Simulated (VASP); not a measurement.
# SrTiO3 in VASP: further runs, part 2 of 2

VASP 6.6.1.

## Step 3: Single point, PBE, collinear spin

The input, INCAR:

```
SYSTEM = SrTiO3
PREC = Accurate ; ENCUT = 520
EDIFF = 1E-6 ; ISMEAR = 0
SIGMA = 0.1 ; LREAL = .FALSE.
LASPH = .TRUE. ; NELM = 150
ALGO = Normal ; ISIF = 2
LWAVE = .FALSE. ; LCHARG = .FALSE.
ISPIN = 2 ; MAGMOM = 0 1 0 0 0
LORBIT = 11 ; LMAXMIX = 4
GGA = PE ; NBANDS = 32
```

The input, KPOINTS:

```
Automatic mesh
0
G
  4 4 4
  0 0 0
```

The input, POSCAR:

```
SrTiO3
1.0
    3.9367617018      0.0000000000      0.0000000000
    0.0000000000      3.9367617018      0.0000000000
    0.0000000000      0.0000000000      3.9369631896
Sr Ti O
1 1 3
Direct
    0.5000000000      0.5000000000      0.5000000000
    0.0000000000      0.0000000000      0.0000000000
    0.0000000000      0.0000000000      0.5000000000
    0.0000000000      0.5000000000      0.0000000000
    0.5000000000      0.0000000000      0.0000000000
```

Potentials or basis: VASP PAW PBE potentials, release 64 (Sr_sv, Ti_sv, O).

Launch:

```
cat potpaw_PBE.64/Sr_sv/POTCAR potpaw_PBE.64/Ti_sv/POTCAR potpaw_PBE.64/O/POTCAR > POTCAR
mpirun -np 1 vasp_std > vasp.out
```

OUTCAR:

```text
SYSTEM = SrTiO3
   PREC = Accurate
   ENCUT = 520
   EDIFF = 1E-6
   ISMEAR = 0
   LREAL = .FALSE.
   LASPH = .TRUE.
   NELM = 150
   ISIF = 2
   ISPIN = 2
   LORBIT = 11
   GGA = PE

 ion  position               nearest neighbor table
   1  0.500  0.500  0.500-   3 2.78   3 2.78   3 2.78   3 2.78   5 2.78   4 2.78   5 2.78   5 2.78
                             5 2.78   4 2.78   4 2.78   4 2.78   2 3.41   2 3.41   2 3.41   2 3.41
   2  0.000  0.000  0.000-   4 1.97   5 1.97   4 1.97   5 1.97   3 1.97   3 1.97   1 3.41   1 3.41
                             1 3.41   1 3.41   1 3.41   1 3.41   1 3.41   1 3.41
   3  0.000  0.000  0.500-   2 1.97   2 1.97   1 2.78   1 2.78   1 2.78   1 2.78
   4  0.000  0.500  0.000-   2 1.97   2 1.97   1 2.78   1 2.78   1 2.78   1 2.78
   5  0.500  0.000  0.000-   2 1.97   2 1.97   1 2.78   1 2.78   1 2.78   1 2.78

  LATTYP: Found a simple tetragonal cell.
 ALAT       =     3.9367617018
 C/A-ratio  =     1.0000511811

  Lattice vectors:

 A1 = (   3.9367617018,   0.0000000000,   0.0000000000)
 A2 = (   0.0000000000,   3.9367617018,   0.0000000000)
 A3 = (   0.0000000000,   0.0000000000,   3.9369631896)

Analysis of symmetry for initial positions (statically):
=====================================================================
 Subroutine PRICEL returns:
 Original cell was already a primitive cell.

 Routine SETGRP: Setting up the symmetry group for a
 simple tetragonal supercell.

 Subroutine GETGRP returns: Found 16 space group operations
 (whereof 16 operations were pure point group operations)
 out of a pool of 16 trial point group operations.

The static configuration has the point symmetry D_4h.

Analysis of symmetry for dynamics (positions and initial velocities):
=====================================================================
 Subroutine PRICEL returns:
 Original cell was already a primitive cell.

 Routine SETGRP: Setting up the symmetry group for a
 simple tetragonal supercell.

 Subroutine GETGRP returns: Found 16 space group operations
 (whereof 16 operations were pure point group operations)
 out of a pool of 16 trial point group operations.

The dynamic configuration has the point symmetry D_4h.

Analysis of structural, dynamic, and magnetic symmetry:
=====================================================================
 Subroutine PRICEL returns:
 Original cell was already a primitive cell.

 Routine SETGRP: Setting up the symmetry group for a
 simple tetragonal supercell.

 Subroutine GETGRP returns: Found 16 space group operations
 (whereof 16 operations were pure point group operations)
 out of a pool of 16 trial point group operations.

The overall configuration has the point symmetry D_4h.

 Subroutine INISYM returns: Found 16 space group operations
 (whereof 16 operations are pure point group operations),
 and found     1 'primitive' translations

----------------------------------------------------------------------------------------

[... 89 lines left out ...]
   ENCUT  =  520.0 eV  38.22 Ry    6.18 a.u.   7.32  7.32  7.32*2*pi/ulx,y,z
   NELM   =    150;   NELMIN=  2; NELMDL= -5     # of ELM steps
   EDIFF  = 0.1E-05   stopping-criterion for ELM
   LREAL  =      F    real-space projection
   EDIFFG = 0.1E-04   stopping-criterion for IOM
   NSW    =      0    number of steps for IOM
   IBRION =     -1    ionic relax: 0-MD 1-quasi-New 2-CG
   NFREE  =      0    steps in history (QN), initial steepest desc. (CG)
   ISIF   =      2    stress and relaxation
   ISYM   =      2    0-nonsym 1-usesym 2-fastsym
   POTIM  = 0.5000    time-step for ionic-motion
   TEBEG  =    0.0;   TEEND  =   0.0 temperature during run
   PSTRESS=    0.0 pullay stress
   NELECT =      40.0000    total number of electrons
   NUPDOWN=      -1.0000    fix difference up-down
   EMIN   =  10.00;   EMAX   =-10.00  energy-range for DOS
   EFERMI =   0.00;   METHOD = LEGACY
   ISMEAR =     0;   SIGMA  =   0.10  broadening in eV -4-tet -1-fermi 0-gaus
   EFERMI_NEDOS =   21; number of points for ismear=-14 and -15
   IALGO  =     38    algorithm
   IMIX   =      4    mixing-type and parameters
     AMIX     =   0.40;   BMIX     =  1.00
     AMIX_MAG =   1.60;   BMIX_MAG =  1.00
  volume/ion in A,a.u.               =      12.20        82.35
  Fermi-wavevector in a.u.,A,eV,Ry     =   1.422159  2.687492 27.518293  2.022538
  Thomas-Fermi vector in A             =   2.542893
   LORBIT       =     11    0 simple, 1 ext, 2 COOP (PROOUT), +10 PAW based schemes
   GGA     = PE    functional components
   LHFCALC =     F    Hartree Fock is set to
   AEXX    =    0.0000 exact exchange contribution
   IVDW    =     0    specifies the selected vdW correction
   LEPSILON=     F    determine dielectric tensor
   LRPA    =     F    only Hartree local field effects (RPA)
 spin polarized calculation
 Gauss-broadening in eV      SIGMA  =   0.10
  energy-cutoff  :      520.00
  volume of cell :       61.02
 maximum number of plane-waves:      1671
 NGX is ok and might be reduce to    30
   NGX = 15   NGY = 15   NGZ = 15

 number of electron      39.9999990 magnetization       0.0001664

 number of electron      39.9999990 magnetization      -0.0000558

 Free energy of the ion-electron system (eV)
  ---------------------------------------------------
  ext. energy  EPLUGINS =         0.00000000
  ---------------------------------------------------
  free energy    TOTEN  =       -40.08580366 eV

  energy without entropy =      -40.08580366  energy(sigma->0) =      -40.08580366

 E-fermi :   4.5113     XC(G=0): -11.1430

 val. band max:        3.9725847527   @ k =   0.5000   0.5000   0.5000
 cond. band min:       5.7639812172   @ k =   0.0000   0.0000   0.0000
 fundamental gap:      1.7913964645
 Fermi energy:         4.5113426431

 spin component 1

 k-point     1 :       0.0000    0.0000    0.0000
  band No.  band energies     occupation
      1     -52.6176      1.00000
      2     -28.8964      1.00000
      3     -28.8472      1.00000
      4     -28.8472      1.00000
      5     -28.8472      1.00000
      6     -13.3682      1.00000
[... 619 lines left out ...]
     31      13.9743      0.00000
     32      18.0702      0.00000
 Fermi energy:         4.5113426431

 spin component 2

 k-point     1 :       0.0000    0.0000    0.0000
  band No.  band energies     occupation
      1     -52.6177      1.00000
      2     -28.8964      1.00000
      3     -28.8473      1.00000
      4     -28.8473      1.00000
      5     -28.8472      1.00000
      6     -13.3682      1.00000
[... 619 lines left out ...]
     31      13.9743      0.00000
     32      18.0701      0.00000

------------------------ aborting loop because EDIFF is reached ----------------------------------------

  FORCE on cell =-STRESS in cart. coord.  units (eV):
  Direction    XX          YY          ZZ          XY          YZ          ZX
  --------------------------------------------------------------------------------------
  -------------------------------------------------------------------------------------
  Total        0.2343209      0.2343209      0.2300610      0.0000000     -0.0000000      0.0000000
  in kB        6.1529294      6.1529294      6.0410715      0.0000000     -0.0000000      0.0000000
  external PRESSURE =       6.1156434 kB  Pullay stress =       0.0000000 kB

 VOLUME and BASIS-vectors are now :
 -----------------------------------------------------------------------------
  energy-cutoff  :      520.00
  volume of cell :       61.02
      direct lattice vectors                 reciprocal lattice vectors
     3.936761702  0.000000000  0.000000000     0.254015883  0.000000000  0.000000000
     0.000000000  3.936761702  0.000000000     0.000000000  0.254015883  0.000000000
     0.000000000  0.000000000  3.936963190     0.000000000  0.000000000  0.254002883

 POSITION                                       TOTAL-FORCE (eV/Angst)
 -----------------------------------------------------------------------------------
      1.96838      1.96838      1.96848         0.000000      0.000000      0.000000
      0.00000      0.00000      0.00000         0.000000      0.000000      0.000000
      0.00000      0.00000      1.96848         0.000000      0.000000      0.000000
      0.00000      1.96838      0.00000         0.000000      0.000000      0.000000
      1.96838      0.00000      0.00000         0.000000      0.000000      0.000000
 -----------------------------------------------------------------------------------
    total drift:                                0.000000     -0.000000      0.000000

  FREE ENERGIE OF THE ION-ELECTRON SYSTEM (eV)
  ---------------------------------------------------
  free  energy   TOTEN  =       -40.0858036625 eV

  energy  without entropy=      -40.0858036625  energy(sigma->0) =      -40.08580366

 total charge

# of ion       s       p       d       tot
------------------------------------------
    1        1.997   5.792   0.192   7.981
    2        2.223   6.304   1.728  10.255
    3        1.563   3.482   0.000   5.045
    4        1.563   3.482   0.000   5.045
    5        1.563   3.482   0.000   5.045
--------------------------------------------------
tot          8.910  22.542   1.920  33.372

 magnetization (x)

# of ion       s       p       d       tot
------------------------------------------
    1        0.000   0.000  -0.000   0.000
    2        0.000  -0.000  -0.000  -0.000
    3       -0.000  -0.000   0.000  -0.000
    4       -0.000  -0.000   0.000  -0.000
    5       -0.000  -0.000   0.000  -0.000
--------------------------------------------------
tot          0.000  -0.000  -0.000  -0.000
```

It took 2.6 min on 1 thread of AMD EPYC 7R13, shared host; peak memory 0.19 GiB.

What came out:

| Item | Value |
| --- | --- |
| Free energy | -40.0858 eV |
| Pressure | 0.6 GPa |
| Band gap on the k mesh | 1.79 eV (least direct gap 2.16 eV) |
| Net moment | 0.00 μB per cell |
| Valence electrons inside the program's atomic spheres | Sr 7.98; Ti 10.26; O 5.04 |

A k mesh can miss the band edges.

## Step 4: Relaxation of cell and atoms, PBE

The input, INCAR:

```
ALGO = Normal ; EDIFF = 1E-6
EDIFFG = -0.01 ; ENCUT = 600
GGA = PE ; IBRION = 2
ISIF = 3 ; ISMEAR = 0
LASPH = True ; LCHARG = False
LREAL = False ; LWAVE = False
NELM = 80 ; NSW = 100
PREC = Accurate ; SIGMA = 0.02
```

The input, KPOINTS:

```
k-points
0
Gamma
  8 8 8
```

POSCAR, as its differences from that of step 3:

```diff
@@ -2,5 +2,5 @@
 1.0
-    3.9367617018      0.0000000000      0.0000000000
-    0.0000000000      3.9367617018      0.0000000000
-    0.0000000000      0.0000000000      3.9369631896
+    3.9368288644      0.0000000000      0.0000000000
+    0.0000000000      3.9368288644      0.0000000000
+    0.0000000000      0.0000000000      3.9368288644
 Sr Ti O
```

Potentials or basis: VASP PAW PBE potentials, release 64 (Sr_sv, Ti_sv, O).

Launch:

```
cat potpaw_PBE.64/Sr_sv/POTCAR potpaw_PBE.64/Ti_sv/POTCAR potpaw_PBE.64/O/POTCAR > POTCAR
mpirun -np 1 vasp_std > vasp.out
```

OUTCAR:

```text
EDIFF = 1E-6
   EDIFFG = -0.01
   ENCUT = 600
   GGA = PE
   IBRION = 2
   ISIF = 3
   ISMEAR = 0
   LASPH = True
   LREAL = False
   NELM = 80
   NSW = 100
   PREC = Accurate

 ion  position               nearest neighbor table
   1  0.500  0.500  0.500-   3 2.78   4 2.78   5 2.78   4 2.78   5 2.78   3 2.78   5 2.78   5 2.78
                             3 2.78   4 2.78   4 2.78   3 2.78   2 3.41   2 3.41   2 3.41   2 3.41
   2  0.000  0.000  0.000-   3 1.97   4 1.97   5 1.97   3 1.97   4 1.97   5 1.97   1 3.41   1 3.41
                             1 3.41   1 3.41   1 3.41   1 3.41   1 3.41   1 3.41
   3  0.000  0.000  0.500-   2 1.97   2 1.97   1 2.78   1 2.78   1 2.78   1 2.78
   4  0.000  0.500  0.000-   2 1.97   2 1.97   1 2.78   1 2.78   1 2.78   1 2.78
   5  0.500  0.000  0.000-   2 1.97   2 1.97   1 2.78   1 2.78   1 2.78   1 2.78

  LATTYP: Found a simple cubic cell.
 ALAT       =     3.9368288644

  Lattice vectors:

 A1 = (   3.9368288644,   0.0000000000,   0.0000000000)
 A2 = (   0.0000000000,   3.9368288644,   0.0000000000)
 A3 = (   0.0000000000,   0.0000000000,   3.9368288644)

Analysis of symmetry for initial positions (statically):
=====================================================================
 Subroutine PRICEL returns:
 Original cell was already a primitive cell.

[... 184 lines left out ...]
  -------------------------------------------------------------------------------------
  Total        0.1277483      0.1277483      0.1277483      0.0000000     -0.0000000      0.0000000
  in kB        3.3544863      3.3544863      3.3544863      0.0000000     -0.0000000      0.0000000
  external PRESSURE =       3.3544863 kB  Pullay stress =       0.0000000 kB
[... 65 lines left out ...]
--------------------------------------- Ionic step        3  -------------------------------------------

 number of electron      39.9999974 magnetization

 Free energy of the ion-electron system (eV)
  ---------------------------------------------------
  ext. energy  EPLUGINS =         0.00000000
  ---------------------------------------------------
  free energy    TOTEN  =       -40.11003146 eV

  energy without entropy =      -40.11003146  energy(sigma->0) =      -40.11003146

 E-fermi :   4.1537     XC(G=0): -11.1303

 val. band max:        3.9474980286   @ k =   0.5000   0.5000   0.5000
 cond. band min:       5.7544960672   @ k =   0.0000   0.0000   0.0000
 fundamental gap:      1.8069980387
 Fermi energy:         4.1537221753

 k-point     1 :       0.0000    0.0000    0.0000
  band No.  band energies     occupation
      1     -52.6257      2.00000
      2     -28.9245      2.00000
      3     -28.8555      2.00000
      4     -28.8555      2.00000
      5     -28.8555      2.00000
      6     -13.3837      2.00000
[... 637 lines left out ...]
     23       7.9498      0.00000
     24       9.4637      0.00000

 [... further k-points ...]

------------------------ aborting loop because EDIFF is reached ----------------------------------------

  FORCE on cell =-STRESS in cart. coord.  units (eV):
  Direction    XX          YY          ZZ          XY          YZ          ZX
  --------------------------------------------------------------------------------------
  -------------------------------------------------------------------------------------
  Total       -0.0061932     -0.0061932     -0.0061932     -0.0000000     -0.0000000     -0.0000000
  in kB       -0.1622469     -0.1622469     -0.1622469     -0.0000000     -0.0000000     -0.0000000
  external PRESSURE =      -0.1622469 kB  Pullay stress =       0.0000000 kB
[... 20 lines left out ...]
  FREE ENERGIE OF THE ION-ELECTRON SYSTEM (eV)
  ---------------------------------------------------
  free  energy   TOTEN  =       -40.1100314628 eV

  energy  without entropy=      -40.1100314628  energy(sigma->0) =      -40.11003146

 reached required accuracy - stopping structural energy minimisation
```

Run time: 3.1 min. Hardware: 1 thread of AMD EPYC 7R13, shared host; peak memory 0.2 GiB.

What came out:

```
Free energy                           : -40.1100 eV
Relaxed volume                        : 12.23 Å³/atom
Relaxed cell                          : a = 3.940 Å, b = 3.940 Å, c = 3.940 Å, α = 90.00°, β = 90.00°, γ = 90.00°
Space group after relaxing (to 0.1 Å) : Pm-3m (No. 221)
Energy gained by relaxing             : 0.0 meV/atom
Ionic steps                           : 3
Pressure after relaxing               : 0.0 GPa
Band gap on the k mesh                : 1.81 eV (least direct gap 2.18 eV)
```

Step by step:
```csv
step,energy change (eV),largest force (eV/Å),pressure (GPa),volume (Å³)
1,0.0000,0.0000,0.34,61.02
2,-0.0001,0.0000,-0.24,61.24
3,-0.0002,0.0000,-0.02,61.16
```

Final structure:
```
Sr Ti O
1.0
     3.93989    0.00000    0.00000
     0.00000    3.93989    0.00000
     0.00000    0.00000    3.93989
Sr Ti O
1 1 3
Direct
  0.50000 0.50000 0.50000
  0.00000 0.00000 0.00000
  0.00000 0.00000 0.50000
  0.00000 0.50000 0.00000
  0.50000 0.00000 0.00000
```

## Step 5: Summary

```tsv
task	spin	cell	k mesh	cutoff (eV)	smearing	gap on the mesh (eV)	pressure (GPa)
single point	off	a = 3.937 Å, 5 atoms	8 × 8 × 8	520	gaussian 0.02 eV	1.81	0.6
single point	collinear	a = 3.937 Å, 5 atoms	4 × 4 × 4	520	gaussian 0.1 eV	1.79	0.6
relaxation of cell and atoms	off	relaxed from a = 3.937 Å, 5 atoms	8 × 8 × 8	600	gaussian 0.02 eV	1.81	0.0
```

Alike in all rows: level PBE; potentials or basis VASP PAW PBE potentials, release 64 (Sr_sv, Ti_sv, O).

Total energies depend on the potentials used, so only differences within one code and one set of settings carry meaning.
